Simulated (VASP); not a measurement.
# WC (P1) in VASP: further runs

WC is run at these levels: r2SCAN; tasks: single point.

Everything below comes from runs of VASP 6.6.1. Logs are shortened: lines on timing, memory, paths and dates and some standing lists are left out, and cuts for length are marked.

## 1. The cell of the first run

The typed cell holds 2 atoms: a = 3.101 Å, b = 3.101 Å, c = 3.101 Å, α = 60.00°, β = 60.00°, γ = 60.00°.

## 2. Single point, r2SCAN

POSCAR

```
WC
1.0
    0.0000000000      2.1926800000      2.1926800000
    2.1926800000      0.0000000000      2.1926800000
    2.1926800000      2.1926800000      0.0000000000
W C
1 1
Direct
   -0.0010671305      0.0004611133      0.0001917884
    0.5163334558      0.4929422182      0.4970644940
```

INCAR.step1

```
PREC = Accurate ; ENCUT = 660
ISMEAR = -1 ; SIGMA = 0.1
LREAL = F ; LASPH = T
NELM = 120 ; NBANDS = 16
GGA = PE ; ALGO = Normal
EDIFF = 1E-5 ; LWAVE = T
LCHARG = F ; GGA_COMPAT = F
```

INCAR.step2

```
PREC = Accurate ; ENCUT = 660
EDIFF = 1E-6 ; ISMEAR = -1
SIGMA = 0.1 ; LREAL = F
LASPH = T ; NELM = 120
ALGO = Normal ; ISIF = 2
LWAVE = F ; LCHARG = T
METAGGA = R2SCAN ; LMIXTAU = T
LELF = T ; LVHAR = T
NBANDS = 16 ; ISTART = 1
GGA_COMPAT = F
```

KPOINTS

```
Automatic mesh
0
Gamma
  4 4 4
```

Potentials or basis: VASP PAW PBE potentials, release 64 (W_sv, C).

Run with:

```
$ cat potpaw_PBE.64/W_sv/POTCAR potpaw_PBE.64/C/POTCAR > POTCAR
$ cp INCAR.step1 INCAR
$ mpirun -np 1 vasp_std > vasp.out
$ cp INCAR.step2 INCAR
$ mpirun -np 1 vasp_std > vasp.out
```

OUTCAR:

```text
PREC = Accurate
   ENCUT = 660
   EDIFF = 1E-6
   ISMEAR = -1
   LREAL = F
   LASPH = T
   NELM = 120
   ISIF = 2
   METAGGA = R2SCAN
   ISTART = 1

 ion  position               nearest neighbor table
   1  0.999  0.000  0.000-   2 2.16   2 2.17   2 2.17   2 2.21   2 2.22   2 2.22
   2  0.516  0.493  0.497-   1 2.16   1 2.17   1 2.17   1 2.21   1 2.22   1 2.22

  LATTYP: Found a face centered cubic cell.
 ALAT       =     4.3853600000

  Lattice vectors:

 A1 = (   0.0000000000,   2.1926800000,   2.1926800000)
 A2 = (   2.1926800000,   0.0000000000,   2.1926800000)
 A3 = (   2.1926800000,   2.1926800000,   0.0000000000)

Analysis of symmetry for initial positions (statically):
=====================================================================
 Subroutine PRICEL returns:
 Original cell was already a primitive cell.

 Routine SETGRP: Setting up the symmetry group for a
 face centered cubic supercell.

 Subroutine GETGRP returns: Found  1 space group operations
 (whereof  1 operations were pure point group operations)
 out of a pool of 48 trial point group operations.

The static configuration has the point symmetry C_1 .

Analysis of symmetry for dynamics (positions and initial velocities):
=====================================================================
 Subroutine PRICEL returns:
 Original cell was already a primitive cell.

 Routine SETGRP: Setting up the symmetry group for a
 face centered cubic supercell.

 Subroutine GETGRP returns: Found  1 space group operations
 (whereof  1 operations were pure point group operations)
 out of a pool of 48 trial point group operations.

The dynamic configuration has the point symmetry C_1 .

 Subroutine INISYM returns: Found  1 space group operations
 (whereof  1 operations are pure point group operations),
 and found     1 'primitive' translations

----------------------------------------------------------------------------------------

                                     Primitive cell

  volume of cell :      21.0841

  direct lattice vectors                    reciprocal lattice vectors
     0.000000000  2.192680000  2.192680000    -0.228031450  0.228031450  0.228031450
     2.192680000  0.000000000  2.192680000     0.228031450 -0.228031450  0.228031450
     2.192680000  2.192680000  0.000000000     0.228031450  0.228031450 -0.228031450

  length of vectors
     3.100917794  3.100917794  3.100917794     0.394962057  0.394962057  0.394962057

  position of ions in fractional coordinates (direct lattice)
     0.998932870  0.000461113  0.000191788
     0.516333456  0.492942218  0.497064494

  ion indices of the primitive-cell ions
   primitive index   ion index
                 1           1
                 2           2

----------------------------------------------------------------------------------------

 KPOINTS: Automatic mesh

Automatic generation of k-mesh.
 Grid dimensions read from file:
 generate k-points for:    4    4    4

 Generating k-lattice:

  Cartesian coordinates                     Fractional coordinates (reciprocal lattice)
    -0.057007863  0.057007863  0.057007863     0.250000000  0.000000000  0.000000000
     0.057007863 -0.057007863  0.057007863     0.000000000  0.250000000  0.000000000
     0.057007863  0.057007863 -0.057007863     0.000000000  0.000000000  0.250000000

  Length of vectors
     0.098740514  0.098740514  0.098740514

  Shift w.r.t. Gamma in fractional coordinates (k-lattice)
     0.000000000  0.000000000  0.000000000

 Subroutine IBZKPT returns following result:
 ===========================================

 Found     36 irreducible k-points:

 Following reciprocal coordinates:
            Coordinates               Weight
  0.000000  0.000000  0.000000      1.000000
  0.250000  0.000000  0.000000      2.000000
  0.000000  0.250000  0.000000      2.000000
  0.000000  0.000000  0.250000      2.000000
  0.250000  0.250000  0.250000      2.000000
  0.500000  0.000000  0.000000      1.000000
[... 16 lines left out ...]
  0.250000  0.500000  0.500000      2.000000
  0.500000  0.000000  0.250000      2.000000
 [... further k-points ...]
   k-points           NKPTS =     36   k-points in BZ     NKDIM =     36   number of bands    NBANDS=     16
   number of dos      NEDOS =    301   number of ions     NIONS =      2
   total plane-waves  NPLWV =  21952
   dimension x,y,z NGX =    28 NGY =   28 NGZ =   28
   dimension x,y,z NGXF=    56 NGYF=   56 NGZF=   56
   ions per type =               1   1
   NGX,Y,Z   is equivalent  to a cutoff of  15.01, 15.01, 15.01 a.u.
   NGXF,Y,Z  is equivalent  to a cutoff of  30.02, 30.02, 30.02 a.u.
 SYSTEM =  unknown system
   PREC   = accura    normal or accurate (medium, high low for compatibility)
   ISTART =      1    job   : 0-new  1-cont  2-samecut
   ICHARG =      0    charge: 1-file 2-atom 10-const
   ISPIN  =      1    spin polarized calculation?
   LNONCOLLINEAR =      F non collinear calculations
   LSORBIT =      F    spin-orbit coupling
   LASPH  =      T    aspherical Exc in radial PAW
   ENCUT  =  660.0 eV  48.51 Ry    6.96 a.u.   6.50  6.50  6.50*2*pi/ulx,y,z
   NELM   =    120;   NELMIN=  2; NELMDL=  0     # of ELM steps
   EDIFF  = 0.1E-05   stopping-criterion for ELM
   LREAL  =      F    real-space projection
   EDIFFG = 0.1E-04   stopping-criterion for IOM
   NSW    =      0    number of steps for IOM
   IBRION =     -1    ionic relax: 0-MD 1-quasi-New 2-CG
   NFREE  =      0    steps in history (QN), initial steepest desc. (CG)
   ISIF   =      2    stress and relaxation
   ISYM   =      2    0-nonsym 1-usesym 2-fastsym
   POTIM  = 0.5000    time-step for ionic-motion
   TEBEG  =    0.0;   TEEND  =   0.0 temperature during run
   PSTRESS=    0.0 pullay stress
   NELECT =      18.0000    total number of electrons
   NUPDOWN=      -1.0000    fix difference up-down
   EMIN   =  10.00;   EMAX   =-10.00  energy-range for DOS
   EFERMI =   0.00;   METHOD = LEGACY
   ISMEAR =    -1;   SIGMA  =   0.10  broadening in eV -4-tet -1-fermi 0-gaus
   EFERMI_NEDOS =   21; number of points for ismear=-14 and -15
   IALGO  =     38    algorithm
   IMIX   =      4    mixing-type and parameters
     AMIX     =   0.40;   BMIX     =  1.00
     AMIX_MAG =   1.60;   BMIX_MAG =  1.00
  volume/ion in A,a.u.               =      10.54        71.14
[... 31 lines left out ...]
 Fermi energy:        12.0686027560

 k-point     1 :       0.0000    0.0000    0.0000
  band No.  band energies     occupation
      1     -65.0220      2.00000
      2     -28.3619      2.00000
      3     -28.3612      2.00000
      4     -28.3605      2.00000
      5      -4.3227      2.00000
      6       9.4849      2.00000
[... 8 lines left out ...]
     15      23.0279      0.00000
     16      36.2068      0.00000

 k-point     2 :       0.2500    0.0000    0.0000
  band No.  band energies     occupation
      1     -65.0012      2.00000
      2     -28.6801      2.00000
      3     -28.3958      2.00000
      4     -28.3952      2.00000
      5      -2.6621      2.00000
      6       5.8655      2.00000
[... 8 lines left out ...]
     15      25.4324      0.00000
     16      30.1422      0.00000

 k-point     3 :       0.0000    0.2500    0.0000
  band No.  band energies     occupation
      1     -65.0012      2.00000
      2     -28.6812      2.00000
      3     -28.3958      2.00000
      4     -28.3945      2.00000
      5      -2.6605      2.00000
      6       5.8461      2.00000
[... 8 lines left out ...]
     15      25.4483      0.00000
     16      30.1120      0.00000

 k-point     4 :       0.0000    0.0000    0.2500
  band No.  band energies     occupation
      1     -65.0012      2.00000
      2     -28.6814      2.00000
      3     -28.3953      2.00000
      4     -28.3949      2.00000
      5      -2.6602      2.00000
      6       5.8425      2.00000
[... 8 lines left out ...]
     15      25.4513      0.00000
     16      30.1082      0.00000

 k-point     5 :       0.2500    0.2500    0.2500
  band No.  band energies     occupation
      1     -65.0012      2.00000
      2     -28.6812      2.00000
      3     -28.3957      2.00000
      4     -28.3946      2.00000
      5      -2.6604      2.00000
      6       5.8452      2.00000
[... 8 lines left out ...]
     15      25.4490      0.00000
     16      30.1111      0.00000

 k-point     6 :       0.5000    0.0000    0.0000
  band No.  band energies     occupation
      1     -64.9804      2.00000
      2     -28.9844      2.00000
      3     -28.4294      2.00000
      4     -28.4289      2.00000
      5       0.2934      2.00000
      6       2.2209      2.00000
[... 8 lines left out ...]
     15      24.7096      0.00000
     16      24.7146      0.00000

 k-point     7 :       0.0000    0.5000    0.0000
  band No.  band energies     occupation
      1     -64.9804      2.00000
      2     -28.9858      2.00000
      3     -28.4295      2.00000
      4     -28.4283      2.00000
      5       0.3038      2.00000
      6       2.2091      2.00000
[... 8 lines left out ...]
     15      24.7501      0.00000
     16      24.7684      0.00000

 k-point     8 :       0.0000    0.0000    0.5000
  band No.  band energies     occupation
      1     -64.9804      2.00000
      2     -28.9860      2.00000
      3     -28.4290      2.00000
      4     -28.4286      2.00000
      5       0.3057      2.00000
      6       2.2069      2.00000
[... 8 lines left out ...]
     15      24.7614      0.00000
     16      24.7749      0.00000

 k-point     9 :       0.5000    0.5000    0.5000
  band No.  band energies     occupation
      1     -64.9804      2.00000
      2     -28.9858      2.00000
      3     -28.4294      2.00000
      4     -28.4283      2.00000
      5       0.3042      2.00000
      6       2.2086      2.00000
[... 8 lines left out ...]
     15      24.7527      0.00000
     16      24.7701      0.00000
[... 172 lines left out ...]
 k-point    19 :       0.2500   -0.2500   -0.2500
  band No.  band energies     occupation
      1     -64.9734      2.00000
      2     -28.8663      2.00000
      3     -28.5956      2.00000
      4     -28.5066      2.00000
      5      -1.1232      2.00000
      6       4.3290      2.00000
[... 8 lines left out ...]
     15      23.8331      0.00000
     16      27.5737      0.00000

 k-point    20 :       0.5000    0.5000    0.2500
  band No.  band energies     occupation
      1     -64.9734      2.00000
      2     -28.8672      2.00000
      3     -28.5957      2.00000
      4     -28.5060      2.00000
      5      -1.1217      2.00000
      6       4.3297      2.00000
[... 8 lines left out ...]
     15      23.8381      0.00000
     16      27.4535      0.00000

 k-point    21 :       0.0000    0.2500    0.5000
  band No.  band energies     occupation
      1     -64.9734      2.00000
      2     -28.8675      2.00000
      3     -28.5955      2.00000
      4     -28.5060      2.00000
      5      -1.1216      2.00000
      6       4.3303      2.00000
[... 8 lines left out ...]
     15      23.8471      0.00000
     16      27.4597      0.00000

 k-point    22 :      -0.2500    0.2500   -0.2500
  band No.  band energies     occupation
      1     -64.9734      2.00000
      2     -28.8676      2.00000
      3     -28.5956      2.00000
      4     -28.5058      2.00000
      5      -1.1218      2.00000
      6       4.3308      2.00000
[... 8 lines left out ...]
     15      23.8525      0.00000
     16      27.4890      0.00000

 k-point    23 :       0.2500    0.5000    0.5000
  band No.  band energies     occupation
      1     -64.9734      2.00000
      2     -28.8677      2.00000
      3     -28.5945      2.00000
      4     -28.5067      2.00000
      5      -1.1224      2.00000
      6       4.3319      2.00000
[... 8 lines left out ...]
     15      23.8765      0.00000
     16      27.5718      0.00000

 k-point    24 :       0.5000    0.0000    0.2500
  band No.  band energies     occupation
      1     -64.9734      2.00000
      2     -28.8666      2.00000
      3     -28.5957      2.00000
      4     -28.5062      2.00000
      5      -1.1230      2.00000
      6       4.3294      2.00000
[... 8 lines left out ...]
     15      23.8374      0.00000
     16      27.5823      0.00000

 [... further k-points ...]
[... 5 lines left out ...]
  --------------------------------------------------------------------------------------
  -------------------------------------------------------------------------------------
  Total       -0.6086535     -0.5786466     -0.6138654     -0.0080973      0.0074321     -0.0052088
  in kB      -46.2514075    -43.9711879    -46.6474610     -0.6153143      0.5647634     -0.3958184
  external PRESSURE =     -45.6233521 kB  Pullay stress =       0.0000000 kB

 VOLUME and BASIS-vectors are now :
 -----------------------------------------------------------------------------
  energy-cutoff  :      660.00
  volume of cell :       21.08
      direct lattice vectors                 reciprocal lattice vectors
     0.000000000  2.192680000  2.192680000    -0.228031450  0.228031450  0.228031450
     2.192680000  0.000000000  2.192680000     0.228031450 -0.228031450  0.228031450
     2.192680000  2.192680000  0.000000000     0.228031450  0.228031450 -0.228031450

 POSITION                                       TOTAL-FORCE (eV/Angst)
 -----------------------------------------------------------------------------------
      0.00143      2.19076      2.19135        -0.263172      0.351812      0.244375
      2.17077      2.22206      2.21302         0.263172     -0.351812     -0.244375
 -----------------------------------------------------------------------------------
    total drift:                               -0.000060      0.000059      0.000059

  FREE ENERGIE OF THE ION-ELECTRON SYSTEM (eV)
  ---------------------------------------------------
  free  energy   TOTEN  =       -60.7585774945 eV

  energy  without entropy=      -60.7269021773  energy(sigma->0) =      -60.74273984
```

Wall time 34 s (1 thread of Intel Xeon 6975P-C (Granite Rapids), shared host); peak memory 0.17 GiB.

What came out:

* Free energy: -60.7586 eV
* Pressure: -4.6 GPa
* Largest force: 0.503 eV/Å
* Band gap on the k mesh: zero (band 9 reaches 13.51 eV, above the bottom of band 10 at 11.01 eV)

Forces in eV/Å, atoms in the order of the input:
```
W   -0.263  0.352  0.244
C    0.263 -0.352 -0.244
```

Stress tensor (GPa, compression positive):
```
-4.63 -0.06 -0.04
-0.06 -4.40  0.06
-0.04  0.06 -4.66
```

Caveat: the k points lie up to 0.62 Å⁻¹ apart; the PAW data sets were made with another functional, which shifts forces and pressure a little; spin-orbit coupling is left out, which moves the levels of the heavy elements.

## 3. Single point, r2SCAN

POSCAR

```
WC
1.0
    0.0000000000      2.1926800000      2.1926800000
    2.1926800000      0.0000000000      2.1926800000
    2.1926800000      2.1926800000      0.0000000000
W C
1 1
Direct
   -0.0013144455      0.0005679941      0.0002362111
    0.5201188334      0.4913063116      0.4963845668
```

INCAR.step1

```
SYSTEM = WC
PREC = Accurate
ENCUT = 660
ISMEAR = -1
SIGMA = 0.1
LREAL = .False.
LASPH = .True.
NELM = 120
NBANDS = 16
GGA = PE
ALGO = Normal
EDIFF = 1E-5
LWAVE = .True.
LCHARG = .False.
GGA_COMPAT = .False.
```

INCAR.step2

```
SYSTEM = WC
PREC = Accurate
ENCUT = 660
EDIFF = 1E-6
ISMEAR = -1
SIGMA = 0.1
LREAL = .False.
LASPH = .True.
NELM = 120
ALGO = Normal
ISIF = 2
LWAVE = .False.
LCHARG = .False.
METAGGA = R2SCAN
LMIXTAU = .True.
NBANDS = 16
ISTART = 1
GGA_COMPAT = .False.
```

KPOINTS

```
regular mesh
0
Gamma
  4 4 4
  0 0 0
```

Potentials or basis: VASP PAW PBE potentials, release 64 (W_sv, C).

Run with:

```
$ cat potpaw_PBE.64/W_sv/POTCAR potpaw_PBE.64/C/POTCAR > POTCAR
$ cp INCAR.step1 INCAR
$ mpirun -np 1 vasp_std > vasp.out
$ cp INCAR.step2 INCAR
$ mpirun -np 1 vasp_std > vasp.out
```

Wall time 38 s (1 thread of Intel Xeon 6975P-C (Granite Rapids), shared host); peak memory 0.17 GiB.

The run converged. Its results:

```yaml
Free_energy: -60.7528 eV
Pressure: -4.4 GPa
Largest_force: 0.603 eV/Å
Band_gap_on_the_k_mesh: zero (band 9 reaches 13.51 eV, above the bottom of band 10 at 10.96 eV)
```

Forces in eV/Å, atoms in the order of the input:
```
W   -0.317  0.420  0.294
C    0.317 -0.420 -0.294
```

Stress tensor (GPa, compression positive):
```
-4.46 -0.10 -0.06
-0.10 -4.15  0.09
-0.06  0.09 -4.52
```

Levels at points of the mesh, in eV from the Fermi level:
| k point | band 6 | band 7 | band 8 | band 9 | band 10 | band 11 | band 12 | band 13 |
| --- | --- | --- | --- | --- | --- | --- | --- | --- |
| (0.00, 0.00, 0.00) | -2.62 | -2.55 | -2.52 | -1.23 | -1.11 | -0.71 | -0.35 | -0.25 |
| (0.50, 0.00, 0.00) | -9.84 | -6.62 | -6.62 | 1.44 | 1.45 | 2.84 | 5.71 | 9.51 |
| (0.00, 0.50, 0.00) | -9.86 | -6.61 | -6.59 | 1.44 | 1.44 | 2.83 | 5.65 | 9.45 |
| (0.00, 0.00, 0.50) | -9.86 | -6.60 | -6.59 | 1.44 | 1.44 | 2.83 | 5.64 | 9.43 |
| (0.50, 0.50, 0.50) | -9.86 | -6.61 | -6.59 | 1.44 | 1.44 | 2.83 | 5.65 | 9.45 |
| (0.50, 0.50, 0.00) | -5.58 | -5.58 | -2.43 | -2.34 | 1.25 | 2.69 | 2.70 | 6.05 |
| (0.00, 0.50, 0.50) | -5.58 | -5.58 | -2.43 | -2.34 | 1.25 | 2.69 | 2.70 | 6.04 |
| (0.50, 0.00, 0.50) | -5.58 | -5.56 | -2.42 | -2.36 | 1.24 | 2.69 | 2.70 | 6.02 |

Caveat: the k points lie up to 0.62 Å⁻¹ apart; the PAW data sets were made with another functional, which shifts forces and pressure a little; spin-orbit coupling is left out, which moves the levels of the heavy elements.

## 4. Single point, r2SCAN

POSCAR

```
WC
1.0
    0.0000000000      2.1926800000      2.1926800000
    2.1926800000      0.0000000000      2.1926800000
    2.1926800000      2.1926800000      0.0000000000
W C
1 1
Direct
   -0.0015495614      0.0006696547      0.0002783508
    0.5237174841      0.4897503064      0.4957395850
```

INCAR.step1

```
PREC = Accurate
ENCUT = 660
ISMEAR = -1
SIGMA = 0.1
LREAL = False
LASPH = True
NELM = 120
NBANDS = 16
GGA = PE
ALGO = Normal
EDIFF = 1E-5
LWAVE = True
LCHARG = False
GGA_COMPAT = False
```

INCAR.step2

```
PREC = Accurate
ENCUT = 660
EDIFF = 1E-6
ISMEAR = -1
SIGMA = 0.1
LREAL = False
LASPH = True
NELM = 120
ALGO = Normal
ISIF = 2
LWAVE = False
LCHARG = False
METAGGA = R2SCAN
LMIXTAU = True
NBANDS = 16
ISTART = 1
GGA_COMPAT = False
```

KPOINTS

```
regular mesh
0
Gamma
  4 4 4
```

Run with:

```
$ cat potpaw_PBE.64/W_sv/POTCAR potpaw_PBE.64/C/POTCAR > POTCAR
$ cp INCAR.step1 INCAR
$ mpirun -np 1 vasp_std > vasp.out
$ cp INCAR.step2 INCAR
$ mpirun -np 1 vasp_std > vasp.out
```

Run time: 36 s. Hardware: 1 thread of Intel Xeon 6975P-C (Granite Rapids), shared host; peak memory 0.17 GiB.

It converged, with:

```yaml
Free_energy: -60.7465 eV
Pressure: -4.2 GPa
Largest_force: 0.677 eV/Å
Band_gap_on_the_k_mesh: zero (band 9 reaches 13.51 eV, above the bottom of band 10 at 10.91 eV)
```

Forces on the atoms (eV/Å):
```
W   -0.358  0.467  0.334
C    0.358 -0.467 -0.334
```

Stress tensor (GPa, compression positive):
```
-4.26 -0.15 -0.08
-0.15 -3.88  0.14
-0.08  0.14 -4.33
```

Levels at points of the mesh, in eV from the Fermi level:
| k point | band 6 | band 7 | band 8 | band 9 | band 10 | band 11 | band 12 | band 13 |
| --- | --- | --- | --- | --- | --- | --- | --- | --- |
| (0.00, 0.00, 0.00) | -2.67 | -2.57 | -2.53 | -1.31 | -1.16 | -0.66 | -0.27 | -0.16 |
| (0.50, 0.00, 0.00) | -9.83 | -6.62 | -6.62 | 1.45 | 1.45 | 2.85 | 5.71 | 9.51 |
| (0.00, 0.50, 0.00) | -9.85 | -6.61 | -6.58 | 1.43 | 1.44 | 2.83 | 5.63 | 9.43 |
| (0.00, 0.00, 0.50) | -9.86 | -6.60 | -6.58 | 1.43 | 1.44 | 2.83 | 5.61 | 9.40 |
| (0.50, 0.50, 0.50) | -9.86 | -6.61 | -6.58 | 1.43 | 1.44 | 2.83 | 5.62 | 9.43 |
| (0.50, 0.50, 0.00) | -5.60 | -5.58 | -2.44 | -2.32 | 1.26 | 2.69 | 2.70 | 6.04 |
| (0.00, 0.50, 0.50) | -5.59 | -5.58 | -2.44 | -2.32 | 1.26 | 2.69 | 2.70 | 6.04 |
| (0.50, 0.00, 0.50) | -5.58 | -5.58 | -2.43 | -2.35 | 1.25 | 2.69 | 2.70 | 6.01 |

Caveat: the k points lie up to 0.62 Å⁻¹ apart; the PAW data sets were made with another functional, which shifts forces and pressure a little; spin-orbit coupling is left out, which moves the levels of the heavy elements.
